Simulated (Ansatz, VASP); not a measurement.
## RbBr: VASP beside Ansatz

```
Rb Br
1.0
     0.00000    3.44805    3.44805
     3.44805    0.00000    3.44805
     3.44805    3.44805    0.00000
Rb Br
1 1
Direct
  0.00000 0.00000 0.00000
  0.50000 0.50000 0.50000
```

Alike in both runs: functional r2SCAN; dispersion D4; k mesh 4 × 4 × 4; no spin polarisation.

Ansatz relaxed the structure, and its values are those at the end. VASP's run is a single point on that final structure, the one shown.

```csv
,VASP,Ansatz
version,VASP 6.6.1,Ansatz 0.2.0
potentials or method,"VASP PAW PBE potentials, release 64 (Rb_sv, Br)","plane waves, PAW"
plane-wave cutoff (eV),550,500
occupations,"gaussian, width 0.01 eV",fixed
valence electrons in the cell,16,16
```

```csv
,VASP,Ansatz,Ansatz less VASP
pressure (GPa),0.0,0.0,-0.02
```

VASP's potentials were made for PBE, not for r2SCAN. Ansatz's warnings: stress scf threshold loose.
